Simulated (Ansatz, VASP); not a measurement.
Two plane-wave programs on Sr2Pt

Contents of INCAR:

```
  PREC = Accurate
  ENCUT = 600
  EDIFF = 1E-6
  ISMEAR = -1
  SIGMA = 0.05
  LREAL = F
  LASPH = T
  NELM = 100
  ALGO = Normal
  ISIF = 3
  LWAVE = F
  LCHARG = F
  IBRION = 2
  NSW = 70
  EDIFFG = -0.005
```

Contents of KPOINTS:

```
Automatic mesh
0
Gamma
  8 8 8
```

The input POSCAR:

```
Sr2Pt
1.0
    0.0000000000      3.8812947153      3.8812947153
    3.8812947153      0.0000000000      3.8812947153
    3.8812947153      3.8812947153      0.0000000000
Pt Sr
1 2
Direct
    0.0000000000      0.0000000000      0.0000000000
    0.2500000000      0.2500000000      0.2500000000
    0.7500000000      0.7500000000      0.7500000000
```

Input for Ansatz:

```yaml
crystal:
  lattice:
    - [0.0, 3.8812947153, 3.8812947153]
    - [3.8812947153, 0.0, 3.8812947153]
    - [3.8812947153, 3.8812947153, 0.0]
  atoms:
    - { symbol: Pt, position: [0.0, 0.0, 0.0] }
    - { symbol: Sr, position: [0.25, 0.25, 0.25] }
    - { symbol: Sr, position: [0.75, 0.75, 0.75] }
kpoints:
  mp_grid: { grid: [8, 8, 8] }
scf:
  occupations: { method: fermi_dirac, width: 0.05 }
hamiltonian:
  xc: lda
  pseudopotentials: { kind: paw }
output:
  forces: true
  stress: true
relax:
  f_tol: 0.005
  max_steps: 50
  cell: {}
```

Alike in both runs: task relaxation of cell and atoms; functional LDA; k mesh 8 × 8 × 8; occupations fermi-dirac, width 0.05 eV; no spin polarisation.

|  | VASP | Ansatz |
| --- | --- | --- |
| version | VASP 6.6.1 | Ansatz 0.2.0 |
| potentials or method | VASP PAW LDA potentials, release 64 (Pt, Sr_sv) | PAW with Ansatz's default frozen-core files, scalar-relativistic |
| plane-wave cutoff (eV) | 600 | 420 |
| valence electrons in the cell | 30 | 38 |

VASP gave:

| Quantity | Value |
| --- | --- |
| relaxed volume (Å³/atom) | 30.82 |
| relaxed cell length with the largest relative difference (Å) | 5.075 |

Problem. Estimate Ansatz's values.

Solution. Relaxed volume (Å³/atom): 30.60; relaxed cell length with the largest relative difference (Å): 5.064.

LDA's correlation is that of Perdew and Zunger in VASP and of Perdew and Wang (1992) in Ansatz. VASP's potentials hold 30 valence electrons a cell and Ansatz's 38, so a difference there can come from the potentials and not from the codes.

Spin-orbit coupling is off throughout. Noted on VASP's run: the volume moved by over 15 % at a fixed basis, so the end points are rough.
